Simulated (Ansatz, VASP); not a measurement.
# Mg: VASP beside Ansatz

Contents of INCAR:

```
SYSTEM = Mg
AGGAC    = 1.0          
AGGAX    = 1.0          
ALDAC    = 0.0          
ALDAX    = 1.0          
ALGO     = Normal         ! electronic algorithm
EDIFF    = 1E-6           ! SCF threshold, eV
ENCUT    = 600            ! plane-wave cutoff, eV
GGA      = B5             ! functional
GGA_COMPAT= .False.      
ISIF     = 2              ! what is computed and relaxed
ISMEAR   = 1              ! smearing method
LASPH    = .True.         ! aspherical terms in the spheres
LCHARG   = .False.        ! write CHGCAR
LREAL    = .False.        ! projectors in reciprocal space
LWAVE    = .False.        ! write WAVECAR
NBANDS   = 7              ! bands
NELM     = 120            ! most SCF steps
PREC     = Accurate       ! precision mode
SIGMA    = 0.1            ! smearing width, eV
```

Contents of KPOINTS:

```
k-points
0
Gamma
  11 11 11
  0 0 0
```

Contents of POSCAR:

```
Mg
1.0
    0.0000000000      2.2442560000      2.2442560000
    2.2442560000      0.0000000000      2.2442560000
    2.2442560000      2.2442560000      0.0000000000
Mg
1
Direct
    0.0000000000      0.0000000000      0.0000000000
```

Input for Ansatz:

```yaml
crystal:
  lattice:
    bravais: fcc
    a: 4.488512
  space_group: 225
  atoms:
    - { symbol: Mg, position: [0.0, 0.0, 0.0] }
  reduce_to_primitive: true
basis:
  ecutwfc: 462.593566181796
kpoints:
  mp_grid:
    grid: [11, 11, 11]
hamiltonian:
  xc: blyp
scf:
  occupations:
    method: cold
    width: 0.1
output:
  stress: true
```

Alike in both runs: task single point; functional BLYP; k mesh 11 × 11 × 11; no spin polarisation.

|  | VASP | Ansatz |
| --- | --- | --- |
| version | VASP 6.6.1 | Ansatz 0.2.0 |
| potentials or method | VASP PAW PBE potentials, release 64 (Mg), cutoff 600 eV | plane waves, PAW |
| occupations | methfessel-paxton of order 1, width 0.1 eV | cold, width 0.1 eV |
| valence electrons in the cell | 2 | 10 |

|  | VASP | Ansatz | Ansatz less VASP |
| --- | --- | --- | --- |
| pressure (GPa) | 1.7 | 1.7 | +0.02 |

VASP's potentials were made for PBE, not for BLYP. VASP's potentials hold 2 valence electrons a cell and Ansatz's 10, so a difference there can come from the potentials and not from the codes.
